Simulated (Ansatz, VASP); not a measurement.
**Ca in VASP and in Ansatz**

File INCAR:

```
SYSTEM = Ca
  ALGO = Normal
  EDIFF = 1E-6
  ENCUT = 520
  GGA = RP
  ISIF = 2
  ISMEAR = -1
  LASPH = .True.
  LCHARG = .True.
  LELF = .True.
  LREAL = .False.
  LVHAR = .True.
  LWAVE = .False.
  NBANDS = 17
  NELM = 100
  PREC = Accurate
  SIGMA = 0.1
```

The input KPOINTS:

```
k-points
0
Gamma
  7 7 7
  0 0 0
```

POSCAR

```
Ca
1.0
    0.0000000000      4.2072936563      4.2072936563
    4.2072936563      0.0000000000      4.2072936563
    4.2072936563      4.2072936563      0.0000000000
Ca
2
Direct
    0.1250000000      0.1250000000      0.1250000000
    0.8750000000      0.8750000000      0.8750000000
```

Input for Ansatz:

```yaml
crystal:
  lattice:
    - [0.0, 4.2072936563, 4.2072936563]
    - [4.2072936563, 0.0, 4.2072936563]
    - [4.2072936563, 4.2072936563, 0.0]
  atoms:
    - { symbol: Ca, position: [0.125, 0.125, 0.125] }
    - { symbol: Ca, position: [0.875, 0.875, 0.875] }
hamiltonian:
  xc: rpbe
  pseudopotentials:
    kind: paw
    azcp:
      Ca: "pseudopotentials/Ca.paw.azcp"
basis:
  ecutwfc: 420
  fft_grid_basis: typed
kpoints:
  mp_grid: { grid: [7, 7, 7], shift: [0, 0, 0] }
magnetization:
  spin_polarized: false
scf:
  occupations: { method: fermi_dirac, width: 0.1 }
  lower_state_search: "off"
output:
  stress: true
```

Alike in both runs: task single point; functional RPBE; k mesh 7 × 7 × 7; occupations fermi-dirac, width 0.1 eV; no spin polarisation.

|  | VASP | Ansatz |
| --- | --- | --- |
| version | VASP 6.6.1 | Ansatz 0.2.0 |
| potentials or method | VASP PAW PBE potentials, release 64 (Ca_sv), cutoff 520 eV | plane waves (420 eV) with PAW, scalar-relativistic |
| valence electrons in the cell | 20 | 20 |

|  | VASP | Ansatz | Ansatz less VASP |
| --- | --- | --- | --- |
| pressure (GPa) | 0.6 | 0.6 | +0.01 |

VASP's potentials were made for PBE, not for RPBE.
